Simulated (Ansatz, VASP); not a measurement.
One calculation of Zn2C3, two programs

```xyz
5
Lattice="2.6765 0.0000 0.0000 -1.3383 2.3179 0.0000 0.0000 0.0000 7.6069" Properties=species:S:1:pos:R:3 pbc="T T T"
Zn    0.0000    1.5453    1.4961
Zn    1.3383    0.7726    6.1108
C     0.0000    0.0000    0.0000
C     0.0000    1.5453    3.6310
C     1.3383    0.7726    3.9759
```

Alike in both runs: functional PBE; k mesh 18 × 18 × 6; occupations gaussian, width 0.1 eV; no spin polarisation.

Ansatz relaxed the structure, and its values are those at the end. VASP's run is a single point on that final structure, the one shown.

|  | VASP | Ansatz |
| --- | --- | --- |
| version | VASP 6.6.1 | Ansatz 0.2.0 |
| potentials or method | VASP PAW PBE potentials, release 64 (Zn, C), cutoff 520 eV | scalar-relativistic, plane waves, PAW |
| valence electrons in the cell | 36 | 36 |

|  | VASP | Ansatz | Ansatz less VASP |
| --- | --- | --- | --- |
| gap on the k mesh at the Fermi level (eV) | none | none | - |
| pressure (GPa) | 0.8 | 0.0 | -0.80 |
| rms of the force components (eV/Å) | 0.013 | 0.001 | -0.0120 |

A gap of «none» marks a metal or a gap that the smearing closes.
